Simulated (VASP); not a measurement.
Wanted: the native input for a VASP 6.6.1 run.

* Task: relaxation of cell and atoms
* Functional: PBE
* Dispersion: D3(BJ)
* Potentials or basis: VASP PAW PBE potentials, release 64 (Na_pv, I)
* Cutoff: 600 eV
* k mesh: 6 × 6 × 6, shifted
* Occupations: gaussian, width 0.01 eV
* Spin: no spin polarisation
* Dipole correction: no
* Further INCAR settings: ALGO = Normal; EDIFF = 1e-06; ISYM = 0; IBRION = 2; EDIFFG = -0.01; NSW = 100; ISIF = 3

The structure of NaI lies in POSCAR:

```
NaI
1.0
    0.0000000000      3.2364000000      3.2364000000
    3.2364000000      0.0000000000      3.2364000000
    3.2364000000      3.2364000000      0.0000000000
Na I
1 1
Direct
    0.0000000000      0.0000000000      0.0000000000
    0.5000000000      0.5000000000      0.5000000000
```

One way to write it, as run:

INCAR

```
SYSTEM = NaI
PREC = Accurate
ENCUT = 600
EDIFF = 1E-6
ISMEAR = 0
SIGMA = 0.01
LREAL = .False.
LASPH = .True.
NELM = 60
ALGO = Normal
ISIF = 3
LWAVE = .False.
LCHARG = .False.
GGA = PE
IVDW = 12
IBRION = 2
NSW = 100
EDIFFG = -0.01
ISYM = 0
```

KPOINTS

```
Automatic mesh
0
Gamma
  6 6 6
  0.5 0.5 0.5
```

Potentials or basis: VASP PAW PBE potentials, release 64 (Na_pv, I).

Run with:

```bash
$ cat potpaw_PBE.64/Na_pv/POTCAR potpaw_PBE.64/I/POTCAR > POTCAR
$ mpirun -np 1 vasp_std > vasp.out
```

Results of the run:

```
Relaxed volume                        : 32.26 Å³/atom
Relaxed cell                          : a = 4.502 Å, b = 4.502 Å, c = 4.502 Å, α = 60.00°, β = 60.00°, γ = 60.00°
Space group after relaxing (to 0.1 Å) : Fm-3m (No. 225)
Energy gained by relaxing             : 4.9 meV/atom
Ionic steps                           : 4
Pressure after relaxing               : 0.0 GPa
Band gap on the k mesh                : 4.07 eV
Dispersion energy per atom            : -0.267 eV
```

Caveat: spin-orbit coupling is left out, which moves the levels of the heavy elements; a shifted mesh leaves out Γ, where band edges can lie.

It took 7 min on 1 thread of Intel(R) Xeon(R) 6975P-C (Granite Rapids), with other jobs on the host, peak memory 0.58 GiB.
